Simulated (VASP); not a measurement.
# MgCd3O (Pm-3m) in VASP: a series of runs

MgCd3O is run at these levels: PBE; tasks: single point, relaxation of cell and atoms.

Program: VASP 6.6.1. These are calculated values, not measurements. Logs are shortened: lines on timing, memory, paths and dates and some standing lists are left out, and cuts for length are marked.

## Step 1: The cell of the first run

The structure is cubic, space group Pm-3m (No. 221). Conventional cell: a = 4.691 Å, b = 4.691 Å, c = 4.691 Å, α = 90.00°, β = 90.00°, γ = 90.00°. Mg (site symmetry m-3m) has 12 Cd at 3.32 Å and 8 O at 4.06 Å within 4.4 Å. Within 3.1 Å of Cd (site symmetry 4/mmm) lie 2 O at 2.35 Å. Within 3.1 Å of O (site symmetry m-3m) lie 6 Cd at 2.35 Å.

The cell was generated, and may not be a known phase.

## Step 2: Single point, PBE, collinear spin, ferromagnetic start

File INCAR:

```
  PREC = Accurate
  ENCUT = 600
  EDIFF = 1E-6
  ISMEAR = 0
  SIGMA = 0.1
  LREAL = False
  LASPH = True
  NELM = 200
  ALGO = Normal
  ISIF = 2
  LWAVE = False
  LCHARG = True
  ISPIN = 2
  MAGMOM = 0 0 0 0 1
  LORBIT = 11
  GGA = PE
  LELF = True
  LVHAR = True
  NBANDS = 34
  GGA_COMPAT = False
```

File KPOINTS:

```
Automatic mesh
0
Gamma
  4 4 4
```

File POSCAR:

```
MgCd3O
1.0
    4.6912869504      0.0000000000      0.0000000000
    0.0000000000      4.6912869504      0.0000000000
    0.0000000000      0.0000000000      4.6912869504
Mg Cd O
1 3 1
Direct
    0.5000000000      0.5000000000      0.5000000000
    0.5000000000      0.0000000000      0.0000000000
    0.0000000000      0.5000000000      0.0000000000
    0.0000000000      0.0000000000      0.5000000000
    0.0000000000      0.0000000000      0.0000000000
```

Potentials or basis: VASP PAW PBE potentials, release 64 (Mg, Cd, O).

Command:

```console
> cat potpaw_PBE.64/Mg/POTCAR potpaw_PBE.64/Cd/POTCAR potpaw_PBE.64/O/POTCAR > POTCAR
> mpirun -np 1 vasp_std > vasp.out
```

OUTCAR:

```text
PREC = Accurate
   ENCUT = 600
   EDIFF = 1E-6
   ISMEAR = 0
   LREAL = False
   LASPH = True
   NELM = 200
   ISIF = 2
   ISPIN = 2
   LORBIT = 11
   GGA = PE

 ion  position               nearest neighbor table
   1  0.500  0.500  0.500-   2 3.32   3 3.32   4 3.32   2 3.32   3 3.32   2 3.32   4 3.32   2 3.32
                             3 3.32   4 3.32   3 3.32   4 3.32
   2  0.500  0.000  0.000-   5 2.35   5 2.35   4 3.32   1 3.32   1 3.32   4 3.32   1 3.32   3 3.32
                             1 3.32   3 3.32   4 3.32   3 3.32   4 3.32   3 3.32
   3  0.000  0.500  0.000-   5 2.35   5 2.35   4 3.32   1 3.32   1 3.32   4 3.32   2 3.32   4 3.32
                             2 3.32   4 3.32   1 3.32   2 3.32   1 3.32   2 3.32
   4  0.000  0.000  0.500-   5 2.35   5 2.35   3 3.32   1 3.32   2 3.32   3 3.32   2 3.32   1 3.32
                             3 3.32   3 3.32   1 3.32   2 3.32   2 3.32   1 3.32
   5  0.000  0.000  0.000-   2 2.35   3 2.35   4 2.35   4 2.35   3 2.35   2 2.35

  LATTYP: Found a simple cubic cell.
 ALAT       =     4.6912869504

  Lattice vectors:

 A1 = (   4.6912869504,   0.0000000000,   0.0000000000)
 A2 = (   0.0000000000,   4.6912869504,   0.0000000000)
 A3 = (   0.0000000000,   0.0000000000,   4.6912869504)

Analysis of symmetry for initial positions (statically):
=====================================================================
 Subroutine PRICEL returns:
 Original cell was already a primitive cell.

 Routine SETGRP: Setting up the symmetry group for a
 simple cubic supercell.

 Subroutine GETGRP returns: Found 48 space group operations
 (whereof 48 operations were pure point group operations)
 out of a pool of 48 trial point group operations.

The static configuration has the point symmetry O_h .

Analysis of symmetry for dynamics (positions and initial velocities):
=====================================================================
 Subroutine PRICEL returns:
 Original cell was already a primitive cell.

 Routine SETGRP: Setting up the symmetry group for a
 simple cubic supercell.

 Subroutine GETGRP returns: Found 48 space group operations
 (whereof 48 operations were pure point group operations)
 out of a pool of 48 trial point group operations.

The dynamic configuration has the point symmetry O_h .

Analysis of structural, dynamic, and magnetic symmetry:
=====================================================================
 Subroutine PRICEL returns:
 Original cell was already a primitive cell.

 Routine SETGRP: Setting up the symmetry group for a
 simple cubic supercell.

 Subroutine GETGRP returns: Found 48 space group operations
 (whereof 48 operations were pure point group operations)
 out of a pool of 48 trial point group operations.

The overall configuration has the point symmetry O_h .

 Subroutine INISYM returns: Found 48 space group operations
 (whereof 48 operations are pure point group operations),
 and found     1 'primitive' translations

----------------------------------------------------------------------------------------

                                     Primitive cell

  volume of cell :     103.2467

  direct lattice vectors                    reciprocal lattice vectors
     4.691286950  0.000000000  0.000000000     0.213161124  0.000000000  0.000000000
     0.000000000  4.691286950  0.000000000     0.000000000  0.213161124  0.000000000
     0.000000000  0.000000000  4.691286950     0.000000000  0.000000000  0.213161124

  length of vectors
     4.691286950  4.691286950  4.691286950     0.213161124  0.213161124  0.213161124

  position of ions in fractional coordinates (direct lattice)
     0.500000000  0.500000000  0.500000000
     0.500000000  0.000000000  0.000000000
     0.000000000  0.500000000  0.000000000
     0.000000000  0.000000000  0.500000000
     0.000000000  0.000000000  0.000000000

  ion indices of the primitive-cell ions
   primitive index   ion index
                 1           1
                 2           2
                 3           3
                 4           4
                 5           5

[... 22 lines left out ...]
 ===========================================

 Found     10 irreducible k-points:

 Following reciprocal coordinates:
            Coordinates               Weight
  0.000000  0.000000  0.000000      1.000000
  0.250000  0.000000  0.000000      6.000000
  0.500000  0.000000  0.000000      3.000000
  0.250000  0.250000  0.000000     12.000000
  0.500000  0.250000  0.000000     12.000000
  0.500000  0.500000  0.000000      3.000000
  0.250000  0.250000  0.250000      8.000000
  0.500000  0.250000  0.250000     12.000000
  0.500000  0.500000  0.250000      6.000000
  0.500000  0.500000  0.500000      1.000000
   k-points           NKPTS =     10   k-points in BZ     NKDIM =     10   number of bands    NBANDS=     34
   number of dos      NEDOS =    301   number of ions     NIONS =      5
   total plane-waves  NPLWV =  64000
   dimension x,y,z NGX =    40 NGY =   40 NGZ =   40
   dimension x,y,z NGXF=    80 NGYF=   80 NGZF=   80
   ions per type =               1   3   1
   NGX,Y,Z   is equivalent  to a cutoff of  14.17, 14.17, 14.17 a.u.
   NGXF,Y,Z  is equivalent  to a cutoff of  28.35, 28.35, 28.35 a.u.
 SYSTEM =  unknown system
   PREC   = accura    normal or accurate (medium, high low for compatibility)
   ISTART =      0    job   : 0-new  1-cont  2-samecut
   ICHARG =      2    charge: 1-file 2-atom 10-const
   ISPIN  =      2    spin polarized calculation?
   LNONCOLLINEAR =      F non collinear calculations
   LSORBIT =      F    spin-orbit coupling
   LASPH  =      T    aspherical Exc in radial PAW
   ENCUT  =  600.0 eV  44.10 Ry    6.64 a.u.   9.37  9.37  9.37*2*pi/ulx,y,z
   NELM   =    200;   NELMIN=  2; NELMDL= -5     # of ELM steps
   EDIFF  = 0.1E-05   stopping-criterion for ELM
   LREAL  =      F    real-space projection
[... 7 lines left out ...]
   TEBEG  =    0.0;   TEEND  =   0.0 temperature during run
   PSTRESS=    0.0 pullay stress
   NELECT =      44.0000    total number of electrons
   NUPDOWN=      -1.0000    fix difference up-down
   EMIN   =  10.00;   EMAX   =-10.00  energy-range for DOS
   EFERMI =   0.00;   METHOD = LEGACY
   ISMEAR =     0;   SIGMA  =   0.10  broadening in eV -4-tet -1-fermi 0-gaus
   EFERMI_NEDOS =   21; number of points for ismear=-14 and -15
   IALGO  =     38    algorithm
   IMIX   =      4    mixing-type and parameters
     AMIX     =   0.40;   BMIX     =  1.00
     AMIX_MAG =   1.60;   BMIX_MAG =  1.00
  volume/ion in A,a.u.               =      20.65       139.35
  Fermi-wavevector in a.u.,A,eV,Ry     =   1.231971  2.328087 20.650268  1.517752
  Thomas-Fermi vector in A             =   2.366759
   LORBIT       =     11    0 simple, 1 ext, 2 COOP (PROOUT), +10 PAW based schemes
   GGA     = PE    functional components
   LHFCALC =     F    Hartree Fock is set to
   AEXX    =    0.0000 exact exchange contribution
   IVDW    =     0    specifies the selected vdW correction
   LEPSILON=     F    determine dielectric tensor
   LRPA    =     F    only Hartree local field effects (RPA)
 spin polarized calculation
 Gauss-broadening in eV      SIGMA  =   0.10
  energy-cutoff  :      600.00
  volume of cell :      103.25
 maximum number of plane-waves:      3468
 NGX is ok and might be reduce to    40
   NGX = 19   NGY = 19   NGZ = 19

 number of electron      44.0000017 magnetization      -0.0007369

 number of electron      44.0000017 magnetization       0.0001873

 Free energy of the ion-electron system (eV)
  ---------------------------------------------------
  ext. energy  EPLUGINS =         0.00000000
  ---------------------------------------------------
  free energy    TOTEN  =        -9.36558059 eV

  energy without entropy =       -9.35521068  energy(sigma->0) =       -9.36039564

 E-fermi :   2.3853     XC(G=0): -10.0600

 val. band max:        2.1797159896   @ k =   0.5000   0.5000   0.5000
 cond. band min:       2.4001509637   @ k =   0.5000   0.2500   0.0000
 fundamental gap:      0.2204349741
 Fermi energy:         2.3852885038

 spin component 1

 k-point     1 :       0.0000    0.0000    0.0000
  band No.  band energies     occupation
      1     -16.2820      1.00000
      2      -6.6942      1.00000
      3      -6.6942      1.00000
      4      -6.6942      1.00000
      5      -6.5523      1.00000
      6      -6.5523      1.00000
[... 359 lines left out ...]
     33      13.4371      0.00000
     34      13.4371      0.00000
 Fermi energy:         2.3852885038

 spin component 2

 k-point     1 :       0.0000    0.0000    0.0000
  band No.  band energies     occupation
      1     -16.2819      1.00000
      2      -6.6942      1.00000
      3      -6.6942      1.00000
      4      -6.6942      1.00000
      5      -6.5523      1.00000
      6      -6.5523      1.00000
[... 359 lines left out ...]
     33      13.4370      0.00000
     34      13.4370      0.00000

------------------------ aborting loop because EDIFF is reached ----------------------------------------

  FORCE on cell =-STRESS in cart. coord.  units (eV):
  Direction    XX          YY          ZZ          XY          YZ          ZX
  --------------------------------------------------------------------------------------
  -------------------------------------------------------------------------------------
  Total        0.2127662      0.2127662      0.2127662     -0.0000000     -0.0000000      0.0000000
  in kB        3.3016975      3.3016975      3.3016975     -0.0000000     -0.0000000      0.0000000
  external PRESSURE =       3.3016975 kB  Pullay stress =       0.0000000 kB

 VOLUME and BASIS-vectors are now :
 -----------------------------------------------------------------------------
  energy-cutoff  :      600.00
  volume of cell :      103.25
      direct lattice vectors                 reciprocal lattice vectors
     4.691286950  0.000000000  0.000000000     0.213161124  0.000000000  0.000000000
     0.000000000  4.691286950  0.000000000     0.000000000  0.213161124  0.000000000
     0.000000000  0.000000000  4.691286950     0.000000000  0.000000000  0.213161124

 POSITION                                       TOTAL-FORCE (eV/Angst)
 -----------------------------------------------------------------------------------
      2.34564      2.34564      2.34564         0.000000      0.000000      0.000000
      2.34564      0.00000      0.00000         0.000000      0.000000      0.000000
      0.00000      2.34564      0.00000         0.000000      0.000000      0.000000
      0.00000      0.00000      2.34564         0.000000      0.000000      0.000000
      0.00000      0.00000      0.00000         0.000000      0.000000      0.000000
 -----------------------------------------------------------------------------------
    total drift:                               -0.000000      0.000000     -0.000000

  FREE ENERGIE OF THE ION-ELECTRON SYSTEM (eV)
  ---------------------------------------------------
  free  energy   TOTEN  =        -9.3655805902 eV

  energy  without entropy=       -9.3552106848  energy(sigma->0) =       -9.36039564

 total charge

# of ion       s       p       d       tot
------------------------------------------
    1        0.213   0.100   0.008   0.321
    2        0.448   0.242   9.544  10.234
    3        0.448   0.242   9.544  10.234
    4        0.448   0.242   9.544  10.234
    5        1.614   3.302   0.000   4.916
--------------------------------------------------
tot          3.171   4.130  28.639  35.940

 magnetization (x)

# of ion       s       p       d       tot
------------------------------------------
    1        0.000   0.000  -0.000   0.000
    2       -0.000  -0.000  -0.000  -0.000
    3       -0.000  -0.000  -0.000  -0.000
    4       -0.000  -0.000  -0.000  -0.000
    5        0.000   0.000   0.000   0.000
--------------------------------------------------
tot          0.000   0.000  -0.000   0.000
```

Run time: 49 s. Hardware: 1 thread of Intel Xeon 6975P-C (Granite Rapids), shared host; peak memory 0.32 GiB.

Results:

| Property | Result |
| --- | --- |
| Free energy | -9.3656 eV |
| Pressure | 0.3 GPa |
| Band gap on the k mesh | zero (filled and empty bands overlap) |
| Net moment | 0.00 μB per cell |
| Valence electrons inside the program's atomic spheres | Mg 0.32; Cd 10.23; O 4.92 |

Levels at points of the mesh, in eV from the Fermi level:
Spin up:
```tsv
k point	band 19	band 20	band 21	band 22	band 23	band 24	band 25	band 26
(0.00, 0.00, 0.00)	-4.67	-4.67	0.23	0.23	1.12	1.12	1.12	3.50
(0.50, 0.00, 0.00)	-4.23	-4.11	-1.68	1.15	1.98	1.98	2.57	3.35
(0.50, 0.50, 0.00)	-3.89	-2.99	-1.99	-0.42	-0.42	3.32	3.32	4.17
(0.50, 0.50, 0.50)	-4.31	-1.76	-1.76	-1.76	-0.21	1.27	1.27	1.27
```
Spin down:
```csv
k point,band 18,band 19,band 20,band 21,band 22,band 23,band 24,band 25,band 26,band 27
"(0.00, 0.00, 0.00)",-4.67,-4.67,-4.67,0.23,0.23,1.12,1.12,1.12,3.50,6.13
"(0.50, 0.00, 0.00)",-4.23,-4.23,-4.11,-1.68,1.15,1.98,1.98,2.57,3.35,3.35
"(0.50, 0.50, 0.00)",-5.16,-3.89,-2.99,-1.99,-0.42,-0.42,3.32,3.32,4.17,4.22
"(0.50, 0.50, 0.50)",-4.31,-4.31,-1.76,-1.76,-1.76,-0.21,1.27,1.27,1.27,2.83
```

## Step 3: Relaxation of cell and atoms, PBE

File INCAR:

```
PREC = Accurate
ENCUT = 600
EDIFF = 1E-7
ISMEAR = 0
SIGMA = 0.1
LREAL = F
LASPH = T
NELM = 120
ALGO = Normal
ISIF = 3
LWAVE = F
LCHARG = F
GGA = PE
IBRION = 2
NSW = 100
EDIFFG = -0.01
GGA_COMPAT = F
NELMIN = 4
```

File KPOINTS:

```
regular mesh
0
Gamma
  8 8 8
```

POSCAR is that of step 2.

Potentials or basis: VASP PAW PBE potentials, release 64 (Mg, Cd, O).

Command:

```console
> cat potpaw_PBE.64/Mg/POTCAR potpaw_PBE.64/Cd/POTCAR potpaw_PBE.64/O/POTCAR > POTCAR
> mpirun -np 1 vasp_std > vasp.out
```

OUTCAR:

```text
PREC = Accurate
   ENCUT = 600
   EDIFF = 1E-7
   ISMEAR = 0
   LREAL = F
   LASPH = T
   NELM = 120
   ISIF = 3
   GGA = PE
   IBRION = 2
   NSW = 100
   EDIFFG = -0.01
   NELMIN = 4

 ion  position               nearest neighbor table
   1  0.500  0.500  0.500-   2 3.32   3 3.32   4 3.32   2 3.32   3 3.32   2 3.32   4 3.32   2 3.32
                             3 3.32   4 3.32   3 3.32   4 3.32
   2  0.500  0.000  0.000-   5 2.35   5 2.35   4 3.32   1 3.32   1 3.32   4 3.32   1 3.32   3 3.32
                             1 3.32   3 3.32   4 3.32   3 3.32   4 3.32   3 3.32
[... 956 lines left out ...]
  -------------------------------------------------------------------------------------
  Total       -0.0250419     -0.0250419     -0.0250419     -0.0000000     -0.0000000      0.0000000
  in kB       -0.3839801     -0.3839801     -0.3839801     -0.0000000     -0.0000000      0.0000000
  external PRESSURE =      -0.3839801 kB  Pullay stress =       0.0000000 kB

 VOLUME and BASIS-vectors are now :
 -----------------------------------------------------------------------------
  energy-cutoff  :      600.00
  volume of cell :      104.49
      direct lattice vectors                 reciprocal lattice vectors
     4.710023229 -0.000000000 -0.000000000     0.212313178 -0.000000000 -0.000000000
     0.000000000  4.710023229 -0.000000000     0.000000000  0.212313178 -0.000000000
     0.000000000  0.000000000  4.710023229     0.000000000  0.000000000  0.212313178

 POSITION                                       TOTAL-FORCE (eV/Angst)
 -----------------------------------------------------------------------------------
      2.35501      2.35501      2.35501         0.000000      0.000000     -0.000000
      2.35501     -0.00000     -0.00000         0.000000      0.000000      0.000000
      0.00000      2.35501     -0.00000        -0.000000     -0.000000      0.000000
      0.00000      0.00000      2.35501        -0.000000     -0.000000      0.000000
      0.00000      0.00000      0.00000         0.000000      0.000000      0.000000
 -----------------------------------------------------------------------------------
    total drift:                               -0.000000      0.000000     -0.000000

  FREE ENERGIE OF THE ION-ELECTRON SYSTEM (eV)
  ---------------------------------------------------
  free  energy   TOTEN  =        -9.2354750022 eV

  energy  without entropy=       -9.2268031129  energy(sigma->0) =       -9.23113906

 reached required accuracy - stopping structural energy minimisation
```

OSZICAR:

```text
N       E                     dE             d eps       ncg     rms          rms(c)
DAV:   1     0.342291007743E+03    0.34229E+03   -0.24084E+04  1820   0.180E+03
[... 21 lines left out ...]
DAV:   5    -0.923558025314E+01    0.46325E-03   -0.22591E-03  1840   0.243E-01    0.840E-02
DAV:   6    -0.923547974944E+01    0.10050E-03   -0.37014E-04  2040   0.101E-01    0.292E-02
DAV:   7    -0.923547583742E+01    0.39120E-05   -0.12174E-04  1856   0.574E-02    0.893E-03
DAV:   8    -0.923547485675E+01    0.98067E-06   -0.54746E-06  1890   0.152E-02    0.241E-03
DAV:   9    -0.923547511781E+01   -0.26106E-06   -0.53952E-07  1582   0.403E-03    0.841E-04
DAV:  10    -0.923547500654E+01    0.11127E-06   -0.52116E-08   946   0.183E-03    0.180E-04
DAV:  11    -0.923547500220E+01    0.43365E-08   -0.86231E-09   936   0.572E-04
   2 F= -.92354750E+01 E0= -.92311391E+01  d E =-.231861E-02
```

CONTCAR:

```text
MgCd3O
   1.00000000000000
     4.7100232292960884   -0.0000000000000000   -0.0000000000000000
     0.0000000000000000    4.7100232292960884   -0.0000000000000000
     0.0000000000000000    0.0000000000000000    4.7100232292960884
  Mg              Cd              O
     1     3     1
Direct
     0.5000000000000000    0.5000000000000000    0.5000000000000000
     0.5000000000000000    0.0000000000000000    0.0000000000000000
     0.0000000000000000    0.5000000000000000    0.0000000000000000
     0.0000000000000000    0.0000000000000000    0.5000000000000000
     0.0000000000000000    0.0000000000000000    0.0000000000000000

  0.00000000E+00  0.00000000E+00  0.00000000E+00
  0.00000000E+00  0.00000000E+00  0.00000000E+00
  0.00000000E+00  0.00000000E+00  0.00000000E+00
  0.00000000E+00  0.00000000E+00  0.00000000E+00
  0.00000000E+00  0.00000000E+00  0.00000000E+00
```

Wall time 99 s (1 thread of Intel Xeon 6975P-C (Granite Rapids), shared host); peak memory 0.32 GiB.

Results:

- Free energy: -9.2355 eV
- Relaxed volume: 20.90 Å³/atom
- Relaxed cell: a = 4.710 Å, b = 4.710 Å, c = 4.710 Å, α = 90.00°, β = 90.00°, γ = 90.00°
- Space group after relaxing (to 0.1 Å): Pm-3m (No. 221)
- Energy gained by relaxing: 0.5 meV/atom
- Ionic steps: 2
- Pressure after relaxing: 0.0 GPa
- Band gap on the k mesh: zero (bands 22 and 23 overlap by 1.69 eV)

The path:
| step | energy change (eV) | largest force (eV/Å) | pressure (GPa) | volume (Å³) |
| --- | --- | --- | --- | --- |
| 1 | 0.0000 | 0.0000 | 0.64 | 103.25 |
| 2 | -0.0023 | 0.0000 | -0.04 | 104.49 |

Final structure:
```
Mg Cd O
1.0
     4.71002    0.00000    0.00000
     0.00000    4.71002    0.00000
     0.00000    0.00000    4.71002
Mg Cd O
1 3 1
Direct
  0.50000 0.50000 0.50000
  0.50000 0.00000 0.00000
  0.00000 0.50000 0.00000
  0.00000 0.00000 0.50000
  0.00000 0.00000 0.00000
```

Levels at points of the mesh, in eV from the Fermi level:
```csv
k point,band 20,band 21,band 22,band 23,band 24,band 25
"(0.00, 0.00, 0.00)",-4.58,0.20,0.20,1.09,1.09,1.09
"(0.50, 0.00, 0.00)",-4.10,-1.68,1.11,1.94,1.94,2.54
"(0.50, 0.50, 0.00)",-3.00,-1.99,-0.42,-0.42,3.29,3.29
"(0.50, 0.50, 0.50)",-1.76,-1.76,-1.76,-0.30,1.25,1.25
```

The gap in the log of VASP goes by the Fermi energy; the results here count the filled bands.